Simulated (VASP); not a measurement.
# C in VASP: single point with PBE

Aim: the single point of C with PBE.

All numbers are computed with VASP 6.6.1; they aren't measurements. Logs are shortened: lines on timing, memory, paths and dates and some standing lists are left out, and cuts for length are marked.

### Step 1. The cell of the first run

The cell holds a wire or tube with vacuum around it, 15 atoms: a = 14.100 Å, b = 14.700 Å, c = 2.525 Å, α = 90.00°, β = 90.00°, γ = 90.00°.

### Step 2. Single point, PBE, collinear spin

File INCAR:

```
PREC     = Accurate       # precision mode
ENCUT    = 640            # plane-wave cutoff, eV
EDIFF    = 1E-6           # SCF threshold, eV
ISMEAR   = 0              # smearing method
SIGMA    = 0.05           # smearing width, eV
LREAL    = False          # projectors in reciprocal space
LASPH    = True           # aspherical terms in the spheres
NELM     = 300            # most SCF steps
ALGO     = All            # electronic algorithm
ISIF     = 2              # what is computed and relaxed
LWAVE    = False          # write WAVECAR
LCHARG   = False          # write CHGCAR
ISPIN    = 2              # spin polarisation
MAGMOM   = 0.3 0.3 0.3 0.3 0.3 0.3 0.3 0.3 0.3 0.3 0.3 0.3 0.3 0.3 0.3 # initial moments
LORBIT   = 11             # projections on sites
GGA      = PE             # functional
NBANDS   = 47             # bands
GGA_COMPAT= False        
ISEARCH  = 1            
KPAR     = 4
```

File KPOINTS:

```
regular mesh
0
Gamma
  1 1 13
```

File POSCAR:

```
C
1.0
   14.1000000000      0.0000000000      0.0000000000
    0.0000000000     14.7000000000      0.0000000000
    0.0000000000      0.0000000000      2.5254132908
C
15
Direct
    0.5000000000      0.5000000000      0.0000000000
    0.5895536628      0.5607393491      0.0000000000
    0.5895536628      0.3177819527      0.0000000000
    0.4104463372      0.6214786982      0.5000000000
    0.4104463372      0.3785213018      0.5000000000
    0.5000000000      0.6822180473      0.5000000000
    0.5000000000      0.4392606509      0.5000000000
    0.5895536628      0.6214786982      0.5000000000
    0.5895536628      0.3785213018      0.5000000000
    0.3208926744      0.4392606509      0.5000000000
    0.6791073256      0.4392606509      0.5000000000
    0.3208926744      0.5000000000      0.0000000000
    0.6791073256      0.5000000000      0.0000000000
    0.4104463372      0.5607393491      0.0000000000
    0.4104463372      0.3177819527      0.0000000000
```

Potentials or basis: VASP PAW PBE potentials, release 64 (C).

The run is started by

```bash
$ cat potpaw_PBE.64/C/POTCAR > POTCAR
$ mpirun -np 4 vasp_std > vasp.out
```

OUTCAR:

```text
PREC = Accurate
   ENCUT = 640
   EDIFF = 1E-6
   ISMEAR = 0
   LREAL = False
   LASPH = True
   NELM = 300
   ISIF = 2
   ISPIN = 2
   LORBIT = 11
   GGA = PE

 ion  position               nearest neighbor table
   1  0.500  0.500  0.000-   7 1.55   7 1.55  14 1.55   2 1.55
   2  0.590  0.561  0.000-   8 1.55   8 1.55  13 1.55   1 1.55
   3  0.590  0.318  0.000-   9 1.55   9 1.55
   4  0.410  0.621  0.500-  14 1.55  14 1.55   6 1.55
   5  0.410  0.379  0.500-  15 1.55  15 1.55   7 1.55  10 1.55
   6  0.500  0.682  0.500-   4 1.55   8 1.55
   7  0.500  0.439  0.500-   1 1.55   1 1.55   9 1.55   5 1.55
   8  0.590  0.621  0.500-   2 1.55   2 1.55   6 1.55
   9  0.590  0.379  0.500-   3 1.55   3 1.55  11 1.55   7 1.55
  10  0.321  0.439  0.500-  12 1.55  12 1.55   5 1.55
  11  0.679  0.439  0.500-  13 1.55  13 1.55   9 1.55
  12  0.321  0.500  0.000-  10 1.55  10 1.55  14 1.55
  13  0.679  0.500  0.000-  11 1.55  11 1.55   2 1.55
  14  0.410  0.561  0.000-   4 1.55   4 1.55  12 1.55   1 1.55
  15  0.410  0.318  0.000-   5 1.55   5 1.55

  LATTYP: Found a simple orthorhombic cell.
 ALAT       =     2.5254132908
 B/A-ratio  =     5.5832445530
 C/A-ratio  =     5.8208294276

  Lattice vectors:

 A1 = (   0.0000000000,   0.0000000000,   2.5254132908)
 A2 = (  14.1000000000,   0.0000000000,   0.0000000000)
 A3 = (   0.0000000000,  14.7000000000,   0.0000000000)

Analysis of symmetry for initial positions (statically):
=====================================================================
 Subroutine PRICEL returns:
 Original cell was already a primitive cell.

 Routine SETGRP: Setting up the symmetry group for a
 simple orthorhombic supercell.

 Subroutine GETGRP returns: Found  4 space group operations
 (whereof  4 operations were pure point group operations)
 out of a pool of  8 trial point group operations.

The static configuration has the point symmetry C_2v.

Analysis of symmetry for dynamics (positions and initial velocities):
=====================================================================
 Subroutine PRICEL returns:
 Original cell was already a primitive cell.

 Routine SETGRP: Setting up the symmetry group for a
 simple orthorhombic supercell.

 Subroutine GETGRP returns: Found  4 space group operations
 (whereof  4 operations were pure point group operations)
[... 496 lines left out ...]
 Fermi energy:        -3.2352721621

 spin component 2

 k-point     1 :       0.0000    0.0000    0.0000
  band No.  band energies     occupation
      1     -23.7103      1.00000
      2     -21.6630      1.00000
      3     -21.3587      1.00000
      4     -19.4683      1.00000
      5     -19.2873      1.00000
      6     -18.3208      1.00000
[... 304 lines left out ...]
     41       5.3777      0.00000
     42       5.4120      0.00000
 [bands above 42 left out]

------------------------ aborting loop because EDIFF is reached ----------------------------------------

  FORCE on cell =-STRESS in cart. coord.  units (eV):
  Direction    XX          YY          ZZ          XY          YZ          ZX
  --------------------------------------------------------------------------------------
  -------------------------------------------------------------------------------------
  Total      -12.7356167    -13.2632199    -11.5594149      0.0000000      0.0000000      0.0000000
  in kB      -38.9817789    -40.5966917    -35.3816048      0.0000000      0.0000000      0.0000000
  external PRESSURE =     -38.3200251 kB  Pullay stress =       0.0000000 kB

 VOLUME and BASIS-vectors are now :
 -----------------------------------------------------------------------------
  energy-cutoff  :      640.00
  volume of cell :      523.44
      direct lattice vectors                 reciprocal lattice vectors
    14.100000000  0.000000000  0.000000000     0.070921986  0.000000000  0.000000000
     0.000000000 14.700000000  0.000000000     0.000000000  0.068027211  0.000000000
     0.000000000  0.000000000  2.525413291     0.000000000  0.000000000  0.395974791

 POSITION                                       TOTAL-FORCE (eV/Angst)
 -----------------------------------------------------------------------------------
      7.05000      7.35000      0.00000        -0.000000     -1.180388      0.000000
      8.31271      8.24287      0.00000         2.461628      3.329878      0.000000
      8.31271      4.67139      0.00000        -2.167181      2.547474      0.000000
      5.78729      9.13574      1.26271         3.967082     -0.003276      0.000000
      5.78729      5.56426      1.26271        -1.395004     -3.931165      0.000000
      7.05000     10.02861      1.26271        -0.000000     -3.442761      0.000000
      7.05000      6.45713      1.26271        -0.000000      1.335553      0.000000
      8.31271      9.13574      1.26271        -3.967082     -0.003276      0.000000
      8.31271      5.56426      1.26271         1.395004     -3.931165      0.000000
      4.52459      6.45713      1.26271         0.191529      4.963778      0.000000
      9.57541      6.45713      1.26271        -0.191529      4.963778      0.000000
      4.52459      7.35000      0.00000         1.127063     -5.262891      0.000000
      9.57541      7.35000      0.00000        -1.127063     -5.262891      0.000000
      5.78729      8.24287      0.00000        -2.461628      3.329878      0.000000
      5.78729      4.67139      0.00000         2.167181      2.547474      0.000000
 -----------------------------------------------------------------------------------
    total drift:                                0.000000      0.017623      0.000000

  FREE ENERGIE OF THE ION-ELECTRON SYSTEM (eV)
  ---------------------------------------------------
  free  energy   TOTEN  =      -115.1312190945 eV

  energy  without entropy=     -115.1278716147  energy(sigma->0) =     -115.12954535

 total charge

# of ion       s       p       d       tot
------------------------------------------
    1        0.838   1.716   0.000   2.554
    2        0.832   1.679   0.000   2.511
    3        0.891   1.381   0.000   2.272
    4        0.841   1.569   0.000   2.410
    5        0.835   1.675   0.000   2.510
    6        0.863   1.383   0.000   2.246
    7        0.841   1.707   0.000   2.549
    8        0.841   1.569   0.000   2.410
    9        0.835   1.675   0.000   2.510
   10        0.836   1.575   0.000   2.411
   11        0.836   1.575   0.000   2.411
   12        0.841   1.569   0.000   2.410
   13        0.841   1.569   0.000   2.410
   14        0.832   1.679   0.000   2.511
   15        0.891   1.381   0.000   2.272
--------------------------------------------------
tot         12.696  23.701   0.000  36.397

 magnetization (x)

# of ion       s       p       d       tot
------------------------------------------
    1       -0.012  -0.054   0.000  -0.066
    2        0.006   0.035   0.000   0.041
    3        0.072   0.358   0.000   0.430
    4       -0.048  -0.277   0.000  -0.324
    5       -0.005  -0.000   0.000  -0.006
    6        0.005   0.007   0.000   0.012
    7        0.021   0.088   0.000   0.109
    8       -0.048  -0.277   0.000  -0.324
    9       -0.005  -0.000   0.000  -0.006
   10        0.050   0.296   0.000   0.346
   11        0.050   0.296   0.000   0.346
   12       -0.055  -0.273   0.000  -0.328
   13       -0.055  -0.273   0.000  -0.328
   14        0.006   0.035   0.000   0.041
   15        0.072   0.358   0.000   0.430
--------------------------------------------------
tot          0.056   0.318   0.000   0.373
```

Wall time 13 min (4 MPI ranks of Intel Xeon 6975P-C (Granite Rapids), shared host); peak memory 1.5 GiB.

Results:

```
Free energy                                           : -115.1312 eV
Largest force                                         : 5.382 eV/Å
Net moment                                            : 0.66 μB per cell
Site moments                                          : C -0.07, +0.04, +0.43, -0.32, -0.01, +0.01, +0.11, +0.35, -0.33 (each value once) μB
Valence electrons inside the program's atomic spheres : C 2.55, 2.51, 2.27, 2.41, 2.25 (each value once)
```

Forces in eV/Å, atoms in the order of the input:
```
C    0.000 -1.180  0.000
C    2.462  3.330  0.000
C   -2.167  2.547  0.000
C    3.967 -0.003  0.000
C   -1.395 -3.931  0.000
C    0.000 -3.443  0.000
C    0.000  1.336  0.000
C   -3.967 -0.003  0.000
C    1.395 -3.931  0.000
C    0.192  4.964  0.000
C   -0.192  4.964  0.000
C    1.127 -5.263  0.000
C   -1.127 -5.263  0.000
C   -2.462  3.330  0.000
C    2.167  2.547  0.000
```

Caveat: a moment this small can come from the mesh or the smearing.
